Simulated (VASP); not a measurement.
Write the native input for VASP 6.6.1 that does the following.

| Item | Value |
| --- | --- |
| Task | single point |
| Functional | PBE |
| Potentials or basis | VASP PAW PBE potentials, release 64 (Hg, Se) |
| Cutoff | 520 eV |
| k mesh | 6 × 6 × 4 |
| Occupations | gaussian, width 0.1 eV |
| Spin | no spin polarisation |
| Dipole correction | no |
| Further INCAR settings | ALGO = Normal; EDIFF = 1e-06; NBANDS = 22 |

The structure of Hg2Se lies in POSCAR:

```
Hg2Se
1.0
    4.1358897945      0.0000000000      0.0000000000
   -2.0679448972      3.5817856293      0.0000000000
    0.0000000000      0.0000000000      5.1818396971
Hg Se
2 1
Direct
    0.6666666667      0.3333333333      0.1833726577
    0.3333333333      0.6666666667      0.8166273423
    0.0000000000      0.0000000000      0.5000000000
```

The input as run:

INCAR

```
  PREC = Accurate
  ENCUT = 520
  EDIFF = 1E-6
  ISMEAR = 0
  SIGMA = 0.1
  LREAL = False
  LASPH = True
  NELM = 60
  ALGO = Normal
  ISIF = 2
  LWAVE = False
  LCHARG = True
  GGA = PE
  LELF = True
  LVHAR = True
  NBANDS = 22
```

KPOINTS

```
regular mesh
0
Gamma
  6 6 4
```

Potentials or basis: VASP PAW PBE potentials, release 64 (Hg, Se).

Launch:

```sh
$ cat potpaw_PBE.64/Hg/POTCAR potpaw_PBE.64/Se/POTCAR > POTCAR
$ mpirun -np 1 vasp_std > vasp.out
```

Results of the run:

The pressure is 0.2 GPa, the largest force is 0.004 eV/Å and the band gap on the k mesh is zero (band 15 reaches 3.31 eV, above the bottom of band 16 at 0.40 eV).

Caveat: spin-orbit coupling is left out, which moves the levels of the heavy elements.

Wall time 28 s on 1 thread of Intel Xeon 6975P-C (shared host), peak memory 0.21 GiB.
